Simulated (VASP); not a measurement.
# MoS2 (P6_3/mmc) in VASP: notebook, part 2 of 2

VASP 6.6.1. Earlier steps stand in the parts before.

### 3 Single point, PBEsol (volume 16.188 Å^3 an atom, c/a of the conventional cell 3.5873)

The input, INCAR:

```
ALGO = Normal
EDIFF = 1E-6
ENCUT = 520
GGA = PS
ISIF = 2
ISMEAR = 1
LASPH = T
LCHARG = T
LELF = T
LREAL = F
LVHAR = T
LWAVE = F
NBANDS = 35
NELM = 80
PREC = Accurate
SIGMA = 0.2
```

The input, KPOINTS:

```
k-points
0
Gamma
  12 12 4
```

The input, POSCAR:

```
MoS2
1.0
    3.1502767329      0.0000000000      0.0000000000
   -1.5751383665      2.7282196796      0.0000000000
    0.0000000000      0.0000000000     11.3009877239
Mo S
2 4
Direct
    0.3333333333      0.6666666667      0.2500000000
    0.6666666667      0.3333333333      0.7500000000
    0.3333333333      0.6666666667      0.6259932117
    0.6666666667      0.3333333333      0.1259932117
    0.3333333333      0.6666666667      0.8740067883
    0.6666666667      0.3333333333      0.3740067883
```

Potentials or basis: VASP PAW PBE potentials, release 64 (Mo_sv, S).

On the command line:

```sh
cat potpaw_PBE.64/Mo_sv/POTCAR potpaw_PBE.64/S/POTCAR > POTCAR
mpirun -np 1 vasp_std > vasp.out
```

OUTCAR:

```text
EDIFF = 1E-6
   ENCUT = 520
   GGA = PS
   ISIF = 2
   ISMEAR = 1
   LASPH = T
   LREAL = F
   NELM = 80
   PREC = Accurate

 ion  position               nearest neighbor table
   1  0.333  0.667  0.250-   4 2.30   6 2.30   4 2.30   6 2.30   4 2.30   6 2.30
   2  0.667  0.333  0.750-   3 2.30   5 2.30   3 2.30   5 2.30   3 2.30   5 2.30
   3  0.333  0.667  0.626-   2 2.30   2 2.30   2 2.30
   4  0.667  0.333  0.126-   1 2.30   1 2.30   1 2.30
   5  0.333  0.667  0.874-   2 2.30   2 2.30   2 2.30
   6  0.667  0.333  0.374-   1 2.30   1 2.30   1 2.30

  LATTYP: Found a hexagonal cell.
 ALAT       =     3.1502767329
 C/A-ratio  =     3.5873000000

  Lattice vectors:

 A1 = (   3.1502767329,   0.0000000000,   0.0000000000)
 A2 = (  -1.5751383665,   2.7282196796,   0.0000000000)
 A3 = (   0.0000000000,   0.0000000000,  11.3009877239)

Analysis of symmetry for initial positions (statically):
=====================================================================
 Subroutine PRICEL returns:
 Original cell was already a primitive cell.

 Routine SETGRP: Setting up the symmetry group for a
 hexagonal supercell.

 Subroutine GETGRP returns: Found 24 space group operations
 (whereof 12 operations were pure point group operations)
 out of a pool of 24 trial point group operations.

The static configuration has the point symmetry D_3d.
 The point group associated with its full space group is D_6h.

Analysis of symmetry for dynamics (positions and initial velocities):
=====================================================================
 Subroutine PRICEL returns:
 Original cell was already a primitive cell.

 Routine SETGRP: Setting up the symmetry group for a
 hexagonal supercell.

 Subroutine GETGRP returns: Found 24 space group operations
 (whereof 12 operations were pure point group operations)
 out of a pool of 24 trial point group operations.

[... 131 lines left out ...]
  Fermi-wavevector in a.u.,A,eV,Ry     =   1.329315  2.512040 24.042549  1.767077
  Thomas-Fermi vector in A             =   2.458486
   LORBIT       =      0    0 simple, 1 ext, 2 COOP (PROOUT), +10 PAW based schemes
   GGA     = PS    functional components
   LHFCALC =     F    Hartree Fock is set to
   AEXX    =    0.0000 exact exchange contribution
   IVDW    =     0    specifies the selected vdW correction
   LEPSILON=     F    determine dielectric tensor
   LRPA    =     F    only Hartree local field effects (RPA)
 non-spin polarized calculation
 Methfessel and Paxton  Order N= 1 SIGMA  =   0.20
  energy-cutoff  :      520.00
  volume of cell :       97.13
 maximum number of plane-waves:      2636
 NGX is ok and might be reduce to    24
   NGX = 11   NGY = 11   NGZ = 43

 number of electron      51.9999997 magnetization

 Free energy of the ion-electron system (eV)
  ---------------------------------------------------
  ext. energy  EPLUGINS =         0.00000000
  ---------------------------------------------------
  free energy    TOTEN  =       -45.79195808 eV

  energy without entropy =      -45.79120844  energy(sigma->0) =      -45.79170820

 E-fermi :   9.1814     XC(G=0): -11.4552

 val. band max:        9.1546192697   @ k =   0.3333   0.3333   0.5000
 cond. band min:       9.2703726120   @ k =   0.0000   0.0000   0.5000
 fundamental gap:      0.1157533423
 Fermi energy:         9.1814283726

 k-point     1 :       0.0000    0.0000    0.0000
  band No.  band energies     occupation
      1     -52.6497      2.00000
      2     -52.6497      2.00000
      3     -26.9020      2.00000
      4     -26.9016      2.00000
      5     -26.7102      2.00000
      6     -26.7102      2.00000
[... 901 lines left out ...]
     34      12.9685     -0.00000
     35      15.4164      0.00000

 [... further k-points ...]

------------------------ aborting loop because EDIFF is reached ----------------------------------------

  FORCE on cell =-STRESS in cart. coord.  units (eV):
  Direction    XX          YY          ZZ          XY          YZ          ZX
  --------------------------------------------------------------------------------------
  -------------------------------------------------------------------------------------
  Total        8.0660218      8.0660218     21.3207938     -0.0000000      0.0000000      0.0000000
  in kB      133.0532625    133.0532625    351.6976827     -0.0000000      0.0000000      0.0000000
  external PRESSURE =     205.9347359 kB  Pullay stress =       0.0000000 kB

 VOLUME and BASIS-vectors are now :
 -----------------------------------------------------------------------------
  energy-cutoff  :      520.00
  volume of cell :       97.13
      direct lattice vectors                 reciprocal lattice vectors
     3.150276733  0.000000000  0.000000000     0.317432430  0.183269699  0.000000000
    -1.575138367  2.728219680  0.000000000     0.000000000  0.366539398  0.000000000
     0.000000000  0.000000000 11.300987724     0.000000000  0.000000000  0.088487841

 POSITION                                       TOTAL-FORCE (eV/Angst)
 -----------------------------------------------------------------------------------
     -0.00000      1.81881      2.82525        -0.000000      0.000000      0.000000
      1.57514      0.90941      8.47574         0.000000     -0.000000      0.000000
     -0.00000      1.81881      7.07434         0.000000      0.000000     -3.445075
      1.57514      0.90941      1.42385         0.000000     -0.000000     -3.445075
     -0.00000      1.81881      9.87714         0.000000     -0.000000      3.445075
      1.57514      0.90941      4.22665         0.000000     -0.000000      3.445075
 -----------------------------------------------------------------------------------
    total drift:                               -0.000000      0.000000     -0.000000

  FREE ENERGIE OF THE ION-ELECTRON SYSTEM (eV)
  ---------------------------------------------------
  free  energy   TOTEN  =       -45.7919580826 eV

  energy  without entropy=      -45.7912084366  energy(sigma->0) =      -45.79170820
```

It took 2.4 min on 1 thread of Intel Xeon Platinum 8488C (Sapphire Rapids), shared host; peak memory 0.29 GiB.

What came out:

```yaml
Free_energy: -45.7920 eV
Pressure: 20.6 GPa
Largest_force: 3.445 eV/Å
Band_gap_on_the_k_mesh: zero (band 26 reaches 9.53 eV, above the bottom of band 27 at 9.15 eV)
```

Forces on the atoms (eV/Å):
```
Mo   0.000  0.000  0.000
Mo   0.000  0.000  0.000
S    0.000  0.000 -3.445
S    0.000  0.000 -3.445
S    0.000  0.000  3.445
S    0.000  0.000  3.445
```

Caveat: the PAW data sets were made with another functional, which shifts forces and pressure a little.

### 4 Single point, PBEsol (volume 16.188 Å^3 an atom, c/a of the conventional cell 3.7203)

The input, INCAR:

```
PREC = Accurate ; ENCUT = 520
EDIFF = 1E-7 ; ISMEAR = 1
SIGMA = 0.2 ; LREAL = F
LASPH = T ; NELM = 80
ALGO = Normal ; ISIF = 2
LWAVE = F ; LCHARG = F
GGA = PS ; NBANDS = 35
```

The input, KPOINTS:

```
regular mesh
0
Gamma
  12 12 4
```

POSCAR: that of step 3 with these lines changed.

```diff
@@ -2,5 +2,5 @@
 1.0
-    3.1502767329      0.0000000000      0.0000000000
-   -1.5751383665      2.7282196796      0.0000000000
-    0.0000000000      0.0000000000     11.3009877239
+    3.1122796811      0.0000000000      0.0000000000
+   -1.5561398406      2.6953132675      0.0000000000
+    0.0000000000      0.0000000000     11.5786140975
 Mo S
```

Potentials or basis: VASP PAW PBE potentials, release 64 (Mo_sv, S).

On the command line:

```sh
cat potpaw_PBE.64/Mo_sv/POTCAR potpaw_PBE.64/S/POTCAR > POTCAR
mpirun -np 1 vasp_std > vasp.out
```

OUTCAR:

```text
PREC = Accurate
   ENCUT = 520
   EDIFF = 1E-7
   ISMEAR = 1
   LREAL = F
   LASPH = T
   NELM = 80
   ISIF = 2
   GGA = PS

 ion  position               nearest neighbor table
   1  0.333  0.667  0.250-   4 2.30   6 2.30   4 2.30   6 2.30   4 2.30   6 2.30
   2  0.667  0.333  0.750-   3 2.30   5 2.30   3 2.30   5 2.30   3 2.30   5 2.30
   3  0.333  0.667  0.626-   2 2.30   2 2.30   2 2.30
   4  0.667  0.333  0.126-   1 2.30   1 2.30   1 2.30
   5  0.333  0.667  0.874-   2 2.30   2 2.30   2 2.30
   6  0.667  0.333  0.374-   1 2.30   1 2.30   1 2.30

  LATTYP: Found a hexagonal cell.
[... 1120 lines left out ...]
  -------------------------------------------------------------------------------------
  Total        9.0352783      9.0352783     18.6699596     -0.0000000      0.0000000      0.0000000
  in kB      149.0416565    149.0416565    307.9707810     -0.0000000      0.0000000      0.0000000
  external PRESSURE =     202.0180313 kB  Pullay stress =       0.0000000 kB

 VOLUME and BASIS-vectors are now :
 -----------------------------------------------------------------------------
  energy-cutoff  :      520.00
  volume of cell :       97.13
      direct lattice vectors                 reciprocal lattice vectors
     3.112279681  0.000000000  0.000000000     0.321307884  0.185507194  0.000000000
    -1.556139841  2.695313267  0.000000000     0.000000000  0.371014387  0.000000000
     0.000000000  0.000000000 11.578614097     0.000000000  0.000000000  0.086366122

 POSITION                                       TOTAL-FORCE (eV/Angst)
 -----------------------------------------------------------------------------------
     -0.00000      1.79688      2.89465        -0.000000      0.000000     -0.000000
      1.55614      0.89844      8.68396         0.000000     -0.000000     -0.000000
     -0.00000      1.79688      7.24813        -0.000000      0.000000     -2.997436
      1.55614      0.89844      1.45883         0.000000     -0.000000     -2.997436
     -0.00000      1.79688     10.11979        -0.000000      0.000000      2.997436
      1.55614      0.89844      4.33048         0.000000     -0.000000      2.997436
 -----------------------------------------------------------------------------------
    total drift:                               -0.000000      0.000000     -0.000000

  FREE ENERGIE OF THE ION-ELECTRON SYSTEM (eV)
  ---------------------------------------------------
  free  energy   TOTEN  =       -46.0713774647 eV

  energy  without entropy=      -46.0717738148  energy(sigma->0) =      -46.07150958
```

Wall time 3.3 min (1 thread of Intel Xeon Platinum 8488C (Sapphire Rapids), shared host); peak memory 0.3 GiB.

Results:

| Property | Result |
| --- | --- |
| Free energy | -46.0714 eV |
| Pressure | 20.2 GPa |
| Largest force | 2.997 eV/Å |

Forces on the atoms (eV/Å):
```
Mo   0.000  0.000  0.000
Mo   0.000  0.000  0.000
S    0.000  0.000 -2.997
S    0.000  0.000 -2.997
S    0.000  0.000  2.997
S    0.000  0.000  2.997
```

Stress tensor (GPa, compression positive):
```
14.90  0.00  0.00
 0.00 14.90  0.00
 0.00  0.00 30.80
```

Levels at points of the mesh, in eV from the Fermi level:
```csv
k point,band 22,band 23,band 24,band 25,band 26,band 27,band 28,band 29,band 30,band 31
"(0.00, 0.00, 0.00)",-3.30,-3.30,-1.51,-1.25,0.01,1.68,1.68,1.69,1.69,2.21
"(0.50, 0.00, 0.00)",-2.84,-2.67,-2.44,-2.17,-1.91,1.01,1.08,1.60,1.83,2.69
"(0.00, 0.00, 0.50)",-3.33,-3.01,-3.01,-0.31,-0.31,1.68,1.68,1.68,1.68,2.34
"(0.50, 0.00, 0.50)",-3.04,-2.55,-2.55,-2.02,-2.02,1.04,1.04,1.73,1.73,3.03
```

Caveat: the PAW data sets were made with another functional, which shifts forces and pressure a little; this functional lacks dispersion, which binds the layers, so the pressure and a relaxed spacing across them are unreliable.

### 5 The runs side by side

```csv
cell,gap on the mesh (eV),pressure (GPa),largest force (eV/Å)
"a = 3.228, b = 3.228, c = 10.766 Å, angles 90.0, 90.0, 120.0°, 6 atoms",none,21.2,4.11
"a = 3.150, b = 3.150, c = 11.301 Å, angles 90.0, 90.0, 120.0°, 6 atoms",none,20.6,3.45
"a = 3.112, b = 3.112, c = 11.579 Å, angles 90.0, 90.0, 120.0°, 6 atoms",-,20.2,3.00
```

Alike in all rows: task single point; level PBEsol; potentials or basis VASP PAW PBE potentials, release 64 (Mo_sv, S); no spin polarisation; k mesh 12 × 12 × 4; cutoff (eV) 520; smearing methfessel-paxton 0.2 eV.

Caveats: the PAW data sets were made with another functional, which shifts forces and pressure a little; this functional lacks dispersion, which binds the layers, so the pressure and a relaxed spacing across them are unreliable (some runs).

Absolute energies hang on the potentials; compare differences alone.
